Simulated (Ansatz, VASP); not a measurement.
## Two plane-wave programs on SnO

The input INCAR:

```
PREC = Accurate ; ENCUT = 520
EDIFF = 1E-6 ; ISMEAR = 0
SIGMA = 0.15 ; LREAL = False
LASPH = True ; NELM = 60
ALGO = Fast ; ISIF = 2
LWAVE = False ; LCHARG = True
GGA = PS ; LELF = True
LVHAR = True ; NBANDS = 28
```

KPOINTS

```
Automatic mesh
0
Gamma
  12 12 10
```

The input POSCAR:

```
SnO
1.0
    3.8020000000      0.0000000000      0.0000000000
    0.0000000000      3.8020000000      0.0000000000
    0.0000000000      0.0000000000      4.8360000000
Sn O
2 2
Direct
    0.0000000000      0.5000000000      0.2385000000
    0.5000000000      0.0000000000      0.7615000000
   -0.0789058390      0.0000000000     -0.0620347395
    0.5000000000      0.5000000000      0.0000000000
```

Input for Ansatz:

```yaml
crystal:
  lattice:
    - [3.802, 0.0, 0.0]
    - [0.0, 3.802, 0.0]
    - [0.0, 0.0, 4.836]
  atoms:
    - { symbol: Sn, position: [0.0, 0.5, 0.2385] }
    - { symbol: Sn, position: [0.5, 0.0, 0.7615] }
    - { symbol: O, position: [-0.078905839, 0.0, -0.0620347395] }
    - { symbol: O, position: [0.5, 0.5, 0.0] }
basis:
  ecutwfc: 420
kpoints:
  mp_grid: { grid: [12, 12, 10] }
hamiltonian:
  xc: pbesol
scf:
  occupations: { method: gaussian, width: 0.15 }
output:
  forces: true
  stress: true
  eigenvalues: true
  write_density: true
  write_potential: true
  elf: true
  volumetric_format: npy
```

Alike in both runs: task single point; functional PBEsol; k mesh 12 × 12 × 10; occupations gaussian, width 0.15 eV; no spin polarisation.

```csv
,VASP,Ansatz
version,VASP 6.6.1,Ansatz 0.2.0
potentials or method,"VASP PAW PBE potentials, release 64 (Sn_d, O), cutoff 520 eV","scalar-relativistic, plane waves, PAW"
valence electrons in the cell,40,40
```

Ansatz gave:

| Item | Value |
| --- | --- |
| gap on the k mesh at the Fermi level (eV) | none |
| pressure (GPa) | 7.4 |
| traceless stress, the component that is largest in VASP (GPa) | 11.62 |
| rms of the force components (eV/Å) | 2.755 |

Problem. Which values does VASP return?

Solution. gap on the k mesh at the Fermi level (eV): none; pressure (GPa): 7.5; traceless stress, the component that is largest in VASP (GPa): 11.61; rms of the force components (eV/Å): 2.745.

VASP's potentials were made for PBE, not for PBEsol. Atom by atom the forces differ by 0.027 eV/Å (rms over components). A gap of «none» marks a metal or a gap that the smearing closes. With one functional, cell and mesh, what is left measures potentials, basis and numerics.
